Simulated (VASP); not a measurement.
# BC (Ima2) in VASP: single point with PBE

Aim: the single point of BC with PBE.

Everything below comes from runs of VASP 6.6.1. Logs are shortened: lines on timing, memory, paths and dates and some standing lists are left out, and cuts for length are marked.

## Step 1: The cell of the first run

The structure is orthorhombic, space group Ima2 (No. 46). The conventional cell has a = 2.474 Å, b = 4.965 Å, c = 4.854 Å, α = 90.00°, β = 90.00°, γ = 90.00°. Within 2.1 Å of B (site symmetry m) lie 2 C at 1.57 to 1.86 Å and 2 B at 1.75 Å. Within 2.0 Å of C (site symmetry m) lie 2 C at 1.48 Å and 2 B at 1.57 to 1.86 Å.

## Step 2: Single point, PBE

The input, POSCAR:

```
BC
1.0
   -1.2367683390      2.4824489137      2.4270411812
    1.2367683390     -2.4824489137      2.4270411812
    1.2367683390      2.4824489137     -2.4270411812
B C
2 2
Direct
    0.3358166036      0.7108458491      0.1249707545
    0.5858750946      0.2108458491      0.8750292455
   -0.0011437198      0.3298918609      0.1689644193
    0.1609274416      0.8298918609      0.8310355807
```

The input, INCAR.step1:

```
PREC = Accurate ; ENCUT = 520
EDIFF = 1E-7 ; ISMEAR = 0
SIGMA = 0.1 ; LREAL = F
LASPH = T ; NELM = 100
ALGO = Normal ; ISIF = 2
LWAVE = F ; LCHARG = T
GGA = PE ; NBANDS = 15
```

The input, KPOINTS.step1:

```
regular mesh
0
Gamma
  20 20 20
```

The input, INCAR.step2:

```
PREC = Accurate ; ENCUT = 520
EDIFF = 1E-7 ; ISMEAR = -5
SIGMA = 0.1 ; LREAL = F
LASPH = T ; NELM = 100
ALGO = Normal ; ISIF = 2
LWAVE = F ; LCHARG = F
GGA = PE ; LORBIT = 11
NEDOS = 2001 ; ICHARG = 11
```

The input, KPOINTS.step2:

```
regular mesh
0
Gamma
  30 30 30
```

Potentials or basis: VASP PAW PBE potentials, release 64 (B, C).

On the command line:

```sh
cat potpaw_PBE.64/B/POTCAR potpaw_PBE.64/C/POTCAR > POTCAR
cp INCAR.step1 INCAR
cp KPOINTS.step1 KPOINTS
mpirun -np 1 vasp_std > vasp.out
cp INCAR.step2 INCAR
cp KPOINTS.step2 KPOINTS
mpirun -np 1 vasp_std > vasp.out
```

OUTCAR:

```text
PREC = Accurate
   ENCUT = 520
   EDIFF = 1E-7
   ISMEAR = -5
   LREAL = F
   LASPH = T
   NELM = 100
   ISIF = 2
   GGA = PE
   LORBIT = 11
   ICHARG = 11

 ion  position               nearest neighbor table
   1  0.336  0.711  0.125-   4 1.57   2 1.75   2 1.75   3 1.86
   2  0.586  0.211  0.875-   3 1.57   1 1.75   1 1.75   4 1.86
   3  0.999  0.330  0.169-   4 1.48   4 1.48   2 1.57   1 1.86
   4  0.161  0.830  0.831-   3 1.48   3 1.48   1 1.57   2 1.86

  LATTYP: Found a body centered orthorhombic cell.
 ALAT       =     2.4735366780
 B/A-ratio  =     1.9624056540
 C/A-ratio  =     2.0072060672

  Lattice vectors:

 A1 = (   1.2367683390,  -2.4824489137,  -2.4270411812)
 A2 = (  -1.2367683390,  -2.4824489137,   2.4270411812)
 A3 = (  -1.2367683390,   2.4824489137,  -2.4270411812)

Analysis of symmetry for initial positions (statically):
=====================================================================
 Subroutine PRICEL returns:
 Original cell was already a primitive cell.

 Routine SETGRP: Setting up the symmetry group for a
 body centered orthorhombic supercell.

 Subroutine GETGRP returns: Found  4 space group operations
 (whereof  2 operations were pure point group operations)
 out of a pool of  8 trial point group operations.

The static configuration has the point symmetry C_2 .
 The point group associated with its full space group is C_2v.

Analysis of symmetry for dynamics (positions and initial velocities):
=====================================================================
 Subroutine PRICEL returns:
 Original cell was already a primitive cell.

 Routine SETGRP: Setting up the symmetry group for a
 body centered orthorhombic supercell.

 Subroutine GETGRP returns: Found  4 space group operations
 (whereof  2 operations were pure point group operations)
 out of a pool of  8 trial point group operations.

The dynamic configuration has the point symmetry C_2 .
 The point group associated with its full space group is C_2v.

 Subroutine INISYM returns: Found  4 space group operations
 (whereof  2 operations are pure point group operations),
 and found     1 'primitive' translations

----------------------------------------------------------------------------------------

                                     Primitive cell

  volume of cell :      29.8061

  direct lattice vectors                    reciprocal lattice vectors
    -1.236768339  2.482448914  2.427041181     0.000000000  0.201414014  0.206012162
     1.236768339 -2.482448914  2.427041181     0.404279431  0.000000000  0.206012162
     1.236768339  2.482448914 -2.427041181     0.404279431  0.201414014  0.000000000

  length of vectors
     3.685468414  3.685468414  3.685468414     0.288112158  0.453743175  0.451674067

  position of ions in fractional coordinates (direct lattice)
     0.335816604  0.710845849  0.124970754
     0.585875095  0.210845849  0.875029246
     0.998856280  0.329891861  0.168964419
     0.160927442  0.829891861  0.831035581

  ion indices of the primitive-cell ions
   primitive index   ion index
                 1           1
                 2           2
                 3           3
                 4           4

----------------------------------------------------------------------------------------

 KPOINTS: regular mesh

Automatic generation of k-mesh.
 Grid dimensions read from file:
 generate k-points for:   30   30   30

 Generating k-lattice:

  Cartesian coordinates                     Fractional coordinates (reciprocal lattice)
     0.000000000  0.006713800  0.006867072     0.033333333 -0.000000000  0.000000000
     0.013475981  0.000000000  0.006867072     0.000000000  0.033333333  0.000000000
     0.013475981  0.006713800  0.000000000     0.000000000 -0.000000000  0.033333333

  Length of vectors
     0.009603739  0.015124772  0.015055802

  Shift w.r.t. Gamma in fractional coordinates (k-lattice)
     0.000000000  0.000000000  0.000000000

 TETIRR: Found  67827 inequivalent tetrahedra from   162000

 Subroutine IBZKPT returns following result:
 ===========================================

 Found   3736 irreducible k-points:

 Following reciprocal coordinates:
            Coordinates               Weight
  0.000000  0.000000  0.000000      1.000000
  0.033333 -0.000000  0.000000      4.000000
  0.066667 -0.000000  0.000000      4.000000
  0.100000  0.000000  0.000000      4.000000
  0.133333 -0.000000  0.000000      4.000000
  0.166667 -0.000000  0.000000      4.000000
[... 16 lines left out ...]
  0.200000  0.033333 -0.000000      8.000000
  0.233333  0.033333  0.000000      8.000000
 [... further k-points ...]
   k-points           NKPTS =   3736   k-points in BZ     NKDIM =   3736   number of bands    NBANDS=     11
   number of dos      NEDOS =   2001   number of ions     NIONS =      4
   total plane-waves  NPLWV =  21952
   dimension x,y,z NGX =    28 NGY =   28 NGZ =   28
   dimension x,y,z NGXF=    56 NGYF=   56 NGZF=   56
   ions per type =               2   2
   NGX,Y,Z   is equivalent  to a cutoff of  12.63, 12.63, 12.63 a.u.
   NGXF,Y,Z  is equivalent  to a cutoff of  25.26, 25.26, 25.26 a.u.
 SYSTEM =  unknown system
   PREC   = accura    normal or accurate (medium, high low for compatibility)
   ISTART =      0    job   : 0-new  1-cont  2-samecut
   ICHARG =     11    charge: 1-file 2-atom 10-const
   ISPIN  =      1    spin polarized calculation?
   LNONCOLLINEAR =      F non collinear calculations
   LSORBIT =      F    spin-orbit coupling
   LASPH  =      T    aspherical Exc in radial PAW
   ENCUT  =  520.0 eV  38.22 Ry    6.18 a.u.   6.85  6.85  6.85*2*pi/ulx,y,z
   NELM   =    100;   NELMIN=  2; NELMDL=  0     # of ELM steps
   EDIFF  = 0.1E-06   stopping-criterion for ELM
   LREAL  =      F    real-space projection
   EDIFFG = 0.1E-05   stopping-criterion for IOM
   NSW    =      0    number of steps for IOM
   IBRION =     -1    ionic relax: 0-MD 1-quasi-New 2-CG
   NFREE  =      0    steps in history (QN), initial steepest desc. (CG)
   ISIF   =      2    stress and relaxation
   ISYM   =      2    0-nonsym 1-usesym 2-fastsym
   POTIM  = 0.5000    time-step for ionic-motion
   TEBEG  =    0.0;   TEEND  =   0.0 temperature during run
   PSTRESS=    0.0 pullay stress
   NELECT =      14.0000    total number of electrons
   NUPDOWN=      -1.0000    fix difference up-down
   EMIN   =  10.00;   EMAX   =-10.00  energy-range for DOS
   EFERMI =   0.00;   METHOD = LEGACY
   ISMEAR =    -5;   SIGMA  =   0.10  broadening in eV -4-tet -1-fermi 0-gaus
   EFERMI_NEDOS =   21; number of points for ismear=-14 and -15
   IALGO  =     38    algorithm
   IMIX   =      4    mixing-type and parameters
     AMIX     =   0.40;   BMIX     =  1.00
     AMIX_MAG =   1.60;   BMIX_MAG =  1.00
  volume/ion in A,a.u.               =       7.45        50.29
  Fermi-wavevector in a.u.,A,eV,Ry     =   1.272572  2.404812 22.033799  1.619439
  Thomas-Fermi vector in A             =   2.405443
   LORBIT       =     11    0 simple, 1 ext, 2 COOP (PROOUT), +10 PAW based schemes
   GGA     = PE    functional components
   LHFCALC =     F    Hartree Fock is set to
   AEXX    =    0.0000 exact exchange contribution
   IVDW    =     0    specifies the selected vdW correction
   LEPSILON=     F    determine dielectric tensor
   LRPA    =     F    only Hartree local field effects (RPA)
 non-spin polarized calculation
 Fermi weights with tetrahedron method with Bloechl corrections
  energy-cutoff  :      520.00
  volume of cell :       29.81
 maximum number of plane-waves:       821

 number of electron      14.0000001 magnetization

 Free energy of the ion-electron system (eV)
  ---------------------------------------------------
  ext. energy  EPLUGINS =         0.00000000
  ---------------------------------------------------
  free energy    TOTEN  =       -29.66433641 eV

  energy without entropy =      -29.66433641  energy(sigma->0) =      -29.66433641

 E-fermi :   5.9480     XC(G=0): -11.5682

 val. band max:        5.9615677247   @ k =   0.3000  -0.3000   0.1333
 cond. band min:       5.9099389861   @ k =  -0.3667   0.2333  -0.0000
 fundamental gap:     -0.0516287386
 Fermi energy:         5.9480117585

 k-point     1 :       0.0000    0.0000    0.0000
  band No.  band energies     occupation
      1     -12.1510      2.00000
      2      -2.7781      2.00000
      3      -2.6568      2.00000
      4      -0.6944      2.00000
      5       2.5686      2.00000
      6       2.6994      2.00000
      7       4.8068      2.00000
      8       9.9440      0.00000
      9      10.0511      0.00000
     10      13.7517      0.00000
     11      14.0266      0.00000

 k-point     2 :       0.0333   -0.0000    0.0000
  band No.  band energies     occupation
      1     -12.1443      2.00000
      2      -2.9673      2.00000
      3      -2.5141      2.00000
      4      -0.6726      2.00000
      5       2.5659      2.00000
      6       2.7496      2.00000
      7       4.7821      2.00000
      8       9.9164      0.00000
      9      10.0447      0.00000
     10      13.7776      0.00000
     11      14.0291      0.00000
[... 295 lines left out ...]
 k-point    24 :       0.2333    0.0333    0.0000
  band No.  band energies     occupation
      1     -11.7883      2.00000
      2      -5.0519      2.00000
      3      -1.9803      2.00000
      4       0.1083      2.00000
      5       2.3429      2.00000
      6       3.7100      2.00000
      7       4.8384      2.00000
      8       8.9464      0.00000
      9       9.6658      0.00000
     10      14.2034      0.00000
     11      14.8105      0.00000

 [... further k-points ...]

------------------------ aborting loop because EDIFF is reached ----------------------------------------

  FORCE on cell =-STRESS in cart. coord.  units (eV):
  Direction    XX          YY          ZZ          XY          YZ          ZX
  --------------------------------------------------------------------------------------
  -------------------------------------------------------------------------------------
  Total        0.1044828     -0.0234427      0.0212114      0.0000000      0.0000000      0.0000000
  in kB        5.6162906     -1.2601188      1.1401799      0.0000000      0.0000000      0.0000000
  external PRESSURE =       1.8321173 kB  Pullay stress =       0.0000000 kB

 VOLUME and BASIS-vectors are now :
 -----------------------------------------------------------------------------
  energy-cutoff  :      520.00
  volume of cell :       29.81
      direct lattice vectors                 reciprocal lattice vectors
    -1.236768339  2.482448914  2.427041181     0.000000000  0.201414014  0.206012162
     1.236768339 -2.482448914  2.427041181     0.404279431  0.000000000  0.206012162
     1.236768339  2.482448914 -2.427041181     0.404279431  0.201414014  0.000000000

 POSITION                                       TOTAL-FORCE (eV/Angst)
 -----------------------------------------------------------------------------------
      0.61838     -0.62076      2.23698        -0.000000      0.056213      0.009058
      0.61838      3.10321     -0.19006         0.000000     -0.056213      0.009058
     -0.61838      2.08012      2.81484        -0.000000     -0.025006     -0.009058
      1.85515      0.40233      0.38780         0.000000      0.025006     -0.009058
 -----------------------------------------------------------------------------------
    total drift:                               -0.000030      0.000257     -0.001371

  FREE ENERGIE OF THE ION-ELECTRON SYSTEM (eV)
  ---------------------------------------------------
  free  energy   TOTEN  =       -29.6643364098 eV

  energy  without entropy=      -29.6643364098  energy(sigma->0) =      -29.66433641

 total charge

# of ion       s       p       d       tot
------------------------------------------
    1        0.722   1.201   0.000   1.924
    2        0.722   1.201   0.000   1.924
    3        0.859   1.702   0.000   2.561
    4        0.859   1.702   0.000   2.561
--------------------------------------------------
tot          3.163   5.807   0.000   8.969
```

Run time: 9.5 min. Hardware: 1 thread of Intel Xeon 6975P-C (Granite Rapids), shared host; peak memory 1.3 GiB.

What came out:

```
Valence electrons inside the program's atomic spheres : B 1.92; C 2.56
```

Levels at points of the mesh, in eV from the Fermi level:
```csv
k point,band 5,band 6,band 7,band 8,band 9,band 10
"(0.00, 0.00, 0.00)",-3.38,-3.25,-1.14,4.00,4.10,7.80
"(0.50, 0.00, 0.00)",-3.62,-3.61,0.08,3.66,3.84,7.89
"(0.00, 0.50, 0.00)",-5.57,-5.57,-0.99,-0.99,6.18,6.18
"(0.50, 0.50, 0.00)",-5.23,-4.70,-2.54,0.11,4.94,6.86
"(0.50, 0.50, 0.50)",-3.95,-1.22,4.06,4.81,7.07,7.68
```
